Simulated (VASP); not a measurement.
ZrO2:

```
Zr O
1.0
     3.76341    0.00000    0.00000
     0.00000    3.76341    0.00000
     0.00000    0.00000    5.46323
Zr O
2 4
Cartesian
  0.0000 0.0000 0.0000
  1.8817 1.8817 2.7316
  0.0000 1.8817 1.7518
  0.0000 1.8817 4.4834
  1.8817 0.0000 3.7115
  1.8817 0.0000 0.9798
```

This cell differs from its parent crystal: equal strain along all axes, cell held: +4.5 %.

| Property | Result |
| --- | --- |
| Program | VASP 6.6.1 |
| Task | relaxation of the atoms |
| Functional | r2SCAN |
| Potentials or basis | VASP PAW PBE potentials, release 64 (Zr_sv, O) |
| Cutoff | 580 eV |
| k mesh | 6 × 6 × 6 |
| Occupations | gaussian, width 0.02 eV |
| Spin | no spin polarisation |

At the start: pressure -21.0 GPa; volume 12.90 Å³/atom.

**Question.** How do energy, volume and symmetry change on relaxing?

**Answer.** Over 3 steps the energy falls by 3.4 meV/atom at a fixed cell; space group P4_2/nmc (No. 137, to 0.1 Å) before and after.

Step by step:
| step | energy change (eV) | largest force (eV/Å) | pressure (GPa) |
| --- | --- | --- | --- |
| 1 | 0.0000 | 0.2289 | -20.97 |
| 2 | -0.0089 | 0.1752 | -20.45 |
| 3 | -0.0203 | 0.0070 | -18.79 |

Final structure:
```
Zr O
1.0
     3.76341    0.00000    0.00000
     0.00000    3.76341    0.00000
     0.00000    0.00000    5.46323
Zr O
2 4
Cartesian
  0.0000 0.0000 0.0000
  1.8817 1.8817 2.7316
  0.0000 1.8817 1.7959
  0.0000 1.8817 4.5276
  1.8817 0.0000 3.6673
  1.8817 0.0000 0.9357
```

Caveat: the cell differs from its parent crystal (equal strain along all axes, cell held: +4.5 %); the PAW data sets were made with another functional, which shifts forces and pressure a little.
